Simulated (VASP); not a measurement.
# Cd2InGaO4 (P4/mmm) in VASP: further runs

Cd2InGaO4 is run at these levels: PBE; tasks: single point.

All numbers are computed with VASP 6.6.1; they aren't measurements. Logs are shortened: lines on timing, memory, paths and dates and some standing lists are left out, and cuts for length are marked.

## (1) The cell of the first run

The structure is tetragonal, space group P4/mmm (No. 123). Conventional cell: a = 4.450 Å, b = 4.450 Å, c = 5.306 Å, α = 90.00°, β = 90.00°, γ = 90.00°. Within 3.5 Å of Cd (site symmetry 4mm) lie 8 O at 2.59 Å and 2 Cd at 2.65 Å and 4 In at 3.41 Å and 4 Ga at 3.41 Å. Within 2.9 Å of In (site symmetry 4/mmm) lie 4 O at 2.23 Å and 2 Ga at 2.65 Å. Within 2.9 Å of Ga (site symmetry 4/mmm) lie 4 O at 2.23 Å and 2 In at 2.65 Å. O (site symmetry mmm) has 2 In at 2.23 Å and 4 Cd at 2.59 Å and 2 O at 2.65 Å within 2.9 Å. O (site symmetry mmm) has 2 Ga at 2.23 Å and 4 Cd at 2.59 Å and 2 O at 2.65 Å within 2.9 Å.

## (2) Single point, PBE, collinear spin, ferromagnetic start

Contents of INCAR:

```
SYSTEM = Cd2InGaO4
ALGO = Normal
EDIFF = 1E-6
ENCUT = 520
GGA = PE
ISIF = 2
ISMEAR = 0
ISPIN = 2
LASPH = .TRUE.
LCHARG = .FALSE.
LORBIT = 11
LREAL = .FALSE.
LWAVE = .FALSE.
MAGMOM = 0 0 0 0 1 1 1 1
NBANDS = 51
NELM = 150
PREC = Accurate
SIGMA = 0.1
```

Contents of KPOINTS:

```
k-points
0
G
  4 4 4
  0 0 0
```

Contents of POSCAR:

```
Cd2InGaO4
1.0
    4.4502059400      0.0000000000      0.0000000000
    0.0000000000      4.4502059400      0.0000000000
    0.0000000000      0.0000000000      5.3064299900
Cd In Ga O
2 1 1 4
Direct
    0.5000000000      0.5000000000      0.2500000000
    0.5000000000      0.5000000000      0.7500000000
    0.0000000000      0.0000000000      0.0000000000
    0.0000000000      0.0000000000      0.5000000000
    0.5000000000      0.0000000000      0.0000000000
    0.0000000000      0.5000000000      0.0000000000
    0.5000000000      0.0000000000      0.5000000000
    0.0000000000      0.5000000000      0.5000000000
```

Potentials or basis: VASP PAW PBE potentials, release 64 (Cd, In_d, Ga_d, O).

The run is started by

```bash
cat potpaw_PBE.64/Cd/POTCAR potpaw_PBE.64/In_d/POTCAR potpaw_PBE.64/Ga_d/POTCAR potpaw_PBE.64/O/POTCAR > POTCAR
mpirun -np 1 vasp_std > vasp.out
```

OUTCAR:

```text
SYSTEM = Cd2InGaO4
   EDIFF = 1E-6
   ENCUT = 520
   GGA = PE
   ISIF = 2
   ISMEAR = 0
   ISPIN = 2
   LASPH = .TRUE.
   LORBIT = 11
   LREAL = .FALSE.
   NELM = 150
   PREC = Accurate

 ion  position               nearest neighbor table
   1  0.500  0.500  0.250-   5 2.59   6 2.59   7 2.59   8 2.59   5 2.59   7 2.59   6 2.59   8 2.59
                             2 2.65   2 2.65   3 3.41   3 3.41   3 3.41   3 3.41
   2  0.500  0.500  0.750-   5 2.59   6 2.59   7 2.59   8 2.59   5 2.59   7 2.59   6 2.59   8 2.59
                             1 2.65   1 2.65   3 3.41   3 3.41   3 3.41   3 3.41
   3  0.000  0.000  0.000-   5 2.23   6 2.23   6 2.23   5 2.23   4 2.65   4 2.65   1 3.41   2 3.41
                             1 3.41   1 3.41   2 3.41   2 3.41   1 3.41   2 3.41
   4  0.000  0.000  0.500-   7 2.23   8 2.23   8 2.23   7 2.23   3 2.65   3 2.65
   5  0.500  0.000  0.000-   3 2.23   3 2.23   1 2.59   1 2.59   2 2.59   2 2.59
   6  0.000  0.500  0.000-   3 2.23   3 2.23   1 2.59   2 2.59   1 2.59   2 2.59
   7  0.500  0.000  0.500-   4 2.23   4 2.23   1 2.59   1 2.59   2 2.59   2 2.59
   8  0.000  0.500  0.500-   4 2.23   4 2.23   1 2.59   2 2.59   1 2.59   2 2.59

  LATTYP: Found a simple tetragonal cell.
 ALAT       =     4.4502059400
 C/A-ratio  =     1.1924009948

  Lattice vectors:

 A1 = (   4.4502059400,   0.0000000000,   0.0000000000)
 A2 = (   0.0000000000,   4.4502059400,   0.0000000000)
 A3 = (   0.0000000000,   0.0000000000,   5.3064299900)

Analysis of symmetry for initial positions (statically):
=====================================================================
 Subroutine PRICEL returns:
 Original cell was already a primitive cell.

 Routine SETGRP: Setting up the symmetry group for a
 simple tetragonal supercell.

 Subroutine GETGRP returns: Found 16 space group operations
 (whereof 16 operations were pure point group operations)
 out of a pool of 16 trial point group operations.

The static configuration has the point symmetry D_4h.

Analysis of symmetry for dynamics (positions and initial velocities):
=====================================================================
 Subroutine PRICEL returns:
 Original cell was already a primitive cell.

 Routine SETGRP: Setting up the symmetry group for a
 simple tetragonal supercell.

 Subroutine GETGRP returns: Found 16 space group operations
 (whereof 16 operations were pure point group operations)
 out of a pool of 16 trial point group operations.

The dynamic configuration has the point symmetry D_4h.

Analysis of structural, dynamic, and magnetic symmetry:
=====================================================================
 Subroutine PRICEL returns:
 Original cell was already a primitive cell.

 Routine SETGRP: Setting up the symmetry group for a
 simple tetragonal supercell.

 Subroutine GETGRP returns: Found 16 space group operations
 (whereof 16 operations were pure point group operations)
 out of a pool of 16 trial point group operations.

The overall configuration has the point symmetry D_4h.

 Subroutine INISYM returns: Found 16 space group operations
 (whereof 16 operations are pure point group operations),
 and found     1 'primitive' translations

----------------------------------------------------------------------------------------

                                     Primitive cell

  volume of cell :     105.0903

  direct lattice vectors                    reciprocal lattice vectors
     4.450205940  0.000000000  0.000000000     0.224708702  0.000000000  0.000000000
     0.000000000  4.450205940  0.000000000     0.000000000  0.224708702  0.000000000
     0.000000000  0.000000000  5.306429990     0.000000000  0.000000000  0.188450616

  length of vectors
     4.450205940  4.450205940  5.306429990     0.224708702  0.224708702  0.188450616

  position of ions in fractional coordinates (direct lattice)
     0.500000000  0.500000000  0.250000000
     0.500000000  0.500000000  0.750000000
     0.000000000  0.000000000  0.000000000
     0.000000000  0.000000000  0.500000000
     0.500000000  0.000000000  0.000000000
     0.000000000  0.500000000  0.000000000
     0.500000000  0.000000000  0.500000000
     0.000000000  0.500000000  0.500000000
[... 45 lines left out ...]
  0.500000  0.500000  0.000000      1.000000
[... 10 lines left out ...]
  0.500000  0.250000  0.500000      4.000000
  0.500000  0.500000  0.500000      1.000000
   k-points           NKPTS =     18   k-points in BZ     NKDIM =     18   number of bands    NBANDS=     51
   number of dos      NEDOS =    301   number of ions     NIONS =      8
   total plane-waves  NPLWV =  51840
   dimension x,y,z NGX =    36 NGY =   36 NGZ =   40
   dimension x,y,z NGXF=    72 NGYF=   72 NGZF=   80
   ions per type =               2   1   1   4
   NGX,Y,Z   is equivalent  to a cutoff of  13.45, 13.45, 12.53 a.u.
   NGXF,Y,Z  is equivalent  to a cutoff of  26.90, 26.90, 25.06 a.u.
 SYSTEM =  Cd2InGaO4
   PREC   = accura    normal or accurate (medium, high low for compatibility)
   ISTART =      0    job   : 0-new  1-cont  2-samecut
   ICHARG =      2    charge: 1-file 2-atom 10-const
   ISPIN  =      2    spin polarized calculation?
   LNONCOLLINEAR =      F non collinear calculations
   LSORBIT =      F    spin-orbit coupling
   LASPH  =      T    aspherical Exc in radial PAW
   ENCUT  =  520.0 eV  38.22 Ry    6.18 a.u.   8.27  8.27  9.87*2*pi/ulx,y,z
   NELM   =    150;   NELMIN=  2; NELMDL= -5     # of ELM steps
   EDIFF  = 0.1E-05   stopping-criterion for ELM
   LREAL  =      F    real-space projection
[... 7 lines left out ...]
   TEBEG  =    0.0;   TEEND  =   0.0 temperature during run
   PSTRESS=    0.0 pullay stress
   NELECT =      74.0000    total number of electrons
   NUPDOWN=      -1.0000    fix difference up-down
   EMIN   =  10.00;   EMAX   =-10.00  energy-range for DOS
   EFERMI =   0.00;   METHOD = LEGACY
   ISMEAR =     0;   SIGMA  =   0.10  broadening in eV -4-tet -1-fermi 0-gaus
   EFERMI_NEDOS =   21; number of points for ismear=-14 and -15
   IALGO  =     38    algorithm
   IMIX   =      4    mixing-type and parameters
     AMIX     =   0.40;   BMIX     =  1.00
     AMIX_MAG =   1.60;   BMIX_MAG =  1.00
  volume/ion in A,a.u.               =      13.14        88.65
  Fermi-wavevector in a.u.,A,eV,Ry     =   1.456458  2.752306 28.861614  2.121269
  Thomas-Fermi vector in A             =   2.573373
   LORBIT       =     11    0 simple, 1 ext, 2 COOP (PROOUT), +10 PAW based schemes
   GGA     = PE    functional components
   LHFCALC =     F    Hartree Fock is set to
   AEXX    =    0.0000 exact exchange contribution
   IVDW    =     0    specifies the selected vdW correction
   LEPSILON=     F    determine dielectric tensor
   LRPA    =     F    only Hartree local field effects (RPA)
 spin polarized calculation
 Gauss-broadening in eV      SIGMA  =   0.10
  energy-cutoff  :      520.00
  volume of cell :      105.09
 maximum number of plane-waves:      2848
 NGX is ok and might be reduce to    36
   NGX = 17   NGY = 17   NGZ = 19

 number of electron      73.9999976 magnetization       0.3068226

 Free energy of the ion-electron system (eV)
  ---------------------------------------------------
  ext. energy  EPLUGINS =         0.00000000
  ---------------------------------------------------
  free energy    TOTEN  =       -30.90025280 eV

  energy without entropy =      -30.88077481  energy(sigma->0) =      -30.89051380

 E-fermi :   5.0555     XC(G=0): -11.6093

 val. band max:        5.0477334488   @ k =   0.5000   0.2500   0.2500
 cond. band min:       5.0861857874   @ k =   0.2500   0.2500   0.2500
 fundamental gap:      0.0384523386
 Fermi energy:         5.0555468187

 spin component 1

 k-point     1 :       0.0000    0.0000    0.0000
  band No.  band energies     occupation
      1     -13.6003      1.00000
      2     -13.1164      1.00000
      3     -12.6471      1.00000
      4     -12.2097      1.00000
      5     -10.0783      1.00000
      6      -9.7465      1.00000
[... 925 lines left out ...]
     48      15.1214      0.00000
     49      15.1214      0.00000
 Fermi energy:         5.0555468187

 spin component 2

 k-point     1 :       0.0000    0.0000    0.0000
  band No.  band energies     occupation
      1     -13.5656      1.00000
      2     -13.0846      1.00000
      3     -12.6050      1.00000
      4     -12.1667      1.00000
      5     -10.0208      1.00000
      6      -9.7239      1.00000
[... 925 lines left out ...]
     48      15.1431      0.00000
     49      15.1431      0.00000
 [bands above 49 left out]

------------------------ aborting loop because EDIFF is reached ----------------------------------------

  FORCE on cell =-STRESS in cart. coord.  units (eV):
  Direction    XX          YY          ZZ          XY          YZ          ZX
  --------------------------------------------------------------------------------------
  -------------------------------------------------------------------------------------
  Total       -8.8186535     -8.8186535     21.3718334      0.0000000      0.0000000      0.0000000
  in kB     -134.4467176   -134.4467176    325.8289770      0.0000000      0.0000000      0.0000000
  external PRESSURE =      18.9785139 kB  Pullay stress =       0.0000000 kB

 VOLUME and BASIS-vectors are now :
 -----------------------------------------------------------------------------
  energy-cutoff  :      520.00
  volume of cell :      105.09
      direct lattice vectors                 reciprocal lattice vectors
     4.450205940  0.000000000  0.000000000     0.224708702  0.000000000  0.000000000
     0.000000000  4.450205940  0.000000000     0.000000000  0.224708702  0.000000000
     0.000000000  0.000000000  5.306429990     0.000000000  0.000000000  0.188450616

 POSITION                                       TOTAL-FORCE (eV/Angst)
 -----------------------------------------------------------------------------------
      2.22510      2.22510      1.32661         0.000000      0.000000      0.247422
      2.22510      2.22510      3.97982         0.000000     -0.000000     -0.247422
      0.00000      0.00000      0.00000         0.000000      0.000000     -0.000000
      0.00000      0.00000      2.65321         0.000000      0.000000     -0.000000
      2.22510      0.00000      0.00000         0.000000      0.000000     -0.000000
      0.00000      2.22510      0.00000         0.000000      0.000000     -0.000000
      2.22510      0.00000      2.65321         0.000000      0.000000     -0.000000
      0.00000      2.22510      2.65321         0.000000      0.000000     -0.000000
 -----------------------------------------------------------------------------------
    total drift:                                0.000000      0.000000     -0.000000

  FREE ENERGIE OF THE ION-ELECTRON SYSTEM (eV)
  ---------------------------------------------------
  free  energy   TOTEN  =       -30.9002527954 eV

  energy  without entropy=      -30.8807748139  energy(sigma->0) =      -30.89051380

 total charge

# of ion       s       p       d       tot
------------------------------------------
    1        0.356   0.224   9.606  10.186
    2        0.356   0.224   9.606  10.186
    3        0.789   0.634   9.968  11.390
    4        0.918   0.541  10.024  11.482
    5        1.590   3.320   0.000   4.910
    6        1.590   3.320   0.000   4.910
    7        1.592   3.277   0.000   4.868
    8        1.592   3.277   0.000   4.868
--------------------------------------------------
tot          8.783  14.816  39.203  62.802

 magnetization (x)

# of ion       s       p       d       tot
------------------------------------------
    1        0.001  -0.001   0.000   0.000
    2        0.001  -0.001   0.000   0.000
    3        0.022   0.048   0.004   0.073
    4        0.009   0.049   0.003   0.062
    5        0.001   0.016   0.000   0.018
    6        0.001   0.016   0.000   0.018
    7        0.000   0.027   0.000   0.028
    8        0.000   0.027   0.000   0.028
--------------------------------------------------
tot          0.035   0.183   0.008   0.226
```

Run time: 3 min. Hardware: 1 thread of Intel Xeon Platinum 8488C (Sapphire Rapids), shared host; peak memory 0.35 GiB.

What came out:

| Property | Result |
| --- | --- |
| Free energy | -30.9003 eV |
| Pressure | 1.9 GPa |
| Largest force | 0.247 eV/Å |
| Net moment | 0.31 μB per cell |
| Site moments | Cd +0.00; In +0.07; Ga +0.06; O +0.02, +0.03 (each value once) μB |
| Valence electrons inside the program's atomic spheres | Cd 10.19; In 11.39; Ga 11.48; O 4.91, 4.87 (each value once) |

Forces on the atoms (eV/Å):
```
Cd   0.000  0.000  0.247
Cd   0.000  0.000 -0.247
In   0.000  0.000  0.000
Ga   0.000  0.000  0.000
O    0.000  0.000  0.000
O    0.000  0.000  0.000
O    0.000  0.000  0.000
O    0.000  0.000  0.000
```

Stress tensor (GPa, compression positive):
```
-13.44   0.00   0.00
  0.00 -13.44   0.00
  0.00   0.00  32.58
```

Caveat: the stress differs along the axes, from -13 to 33 GPa; spin-orbit coupling is left out, which moves the levels of the heavy elements.

## (3) Single point, PBE, collinear spin, ferromagnetic start

Contents of INCAR:

```
  PREC = Accurate
  ENCUT = 520
  EDIFF = 1E-6
  ISMEAR = 0
  SIGMA = 0.1
  LREAL = False
  LASPH = True
  NELM = 150
  ALGO = Normal
  ISIF = 2
  LWAVE = False
  LCHARG = True
  ISPIN = 2
  MAGMOM = 0 0 0 0 1 1 1 1
  LORBIT = 11
  GGA = PE
  LELF = True
  LVHAR = True
  NBANDS = 51
```

Contents of KPOINTS:

```
Automatic mesh
0
Gamma
  4 4 4
```

POSCAR is that of step 2.

Potentials or basis: VASP PAW PBE potentials, release 64 (Cd, In_d, Ga_d, O).

The run is started by

```bash
cat potpaw_PBE.64/Cd/POTCAR potpaw_PBE.64/In_d/POTCAR potpaw_PBE.64/Ga_d/POTCAR potpaw_PBE.64/O/POTCAR > POTCAR
mpirun -np 1 vasp_std > vasp.out
```

It took 3 min on 1 thread of Intel Xeon Platinum 8488C (Sapphire Rapids), shared host; peak memory 0.35 GiB.

It converged, with:

```
Free energy                                           : -30.9003 eV
Pressure                                              : 1.9 GPa
Largest force                                         : 0.247 eV/Å
Net moment                                            : 0.31 μB per cell
Site moments                                          : Cd +0.00; In +0.07; Ga +0.06; O +0.02, +0.03 (each value once) μB
Valence electrons inside the program's atomic spheres : Cd 10.19; In 11.39; Ga 11.48; O 4.91, 4.87 (each value once)
```

Forces in eV/Å, atoms in the order of the input:
```
Cd   0.000  0.000  0.247
Cd   0.000  0.000 -0.247
In   0.000  0.000  0.000
Ga   0.000  0.000  0.000
O    0.000  0.000  0.000
O    0.000  0.000  0.000
O    0.000  0.000  0.000
O    0.000  0.000  0.000
```

Stress tensor (GPa, compression positive):
```
-13.44   0.00   0.00
  0.00 -13.44   0.00
  0.00   0.00  32.58
```

Levels at points of the mesh, in eV from the Fermi level:
Spin up:
| k point | band 34 | band 35 | band 36 | band 37 | band 38 | band 39 | band 40 | band 41 |
| --- | --- | --- | --- | --- | --- | --- | --- | --- |
| (0.00, 0.00, 0.00) | -1.84 | -1.84 | -1.45 | -0.97 | -0.61 | 1.03 | 1.08 | 2.97 |
| (0.50, 0.00, 0.00) | -1.96 | -0.71 | -0.66 | 0.04 | 0.13 | 1.47 | 3.96 | 4.09 |
| (0.50, 0.50, 0.00) | -1.73 | -1.16 | -0.57 | -0.57 | 1.61 | 2.13 | 2.13 | 2.55 |
| (0.00, 0.00, 0.50) | -2.44 | -2.44 | -2.02 | -1.85 | -1.53 | 0.20 | 0.28 | 6.42 |
| (0.50, 0.00, 0.50) | -2.59 | -2.24 | -2.24 | 0.11 | 0.67 | 1.89 | 2.00 | 6.24 |
| (0.50, 0.50, 0.50) | -1.98 | -1.95 | -1.76 | 0.82 | 1.14 | 2.79 | 2.85 | 4.11 |
Spin down:
```csv
k point,band 35,band 36,band 37,band 38,band 39,band 40
"(0.00, 0.00, 0.00)",-1.82,-1.43,-0.92,-0.56,1.13,1.29
"(0.50, 0.00, 0.00)",-0.66,-0.61,0.24,0.28,1.49,4.02
"(0.50, 0.50, 0.00)",-0.89,-0.52,-0.52,1.75,2.20,2.20
"(0.00, 0.00, 0.50)",-2.39,-2.00,-1.79,-1.41,0.23,0.30
"(0.50, 0.00, 0.50)",-2.22,-2.19,0.25,0.82,1.91,2.01
"(0.50, 0.50, 0.50)",-1.90,-1.74,1.00,1.32,2.80,2.86
```

Caveat: the stress differs along the axes, from -13 to 33 GPa; spin-orbit coupling is left out, which moves the levels of the heavy elements.
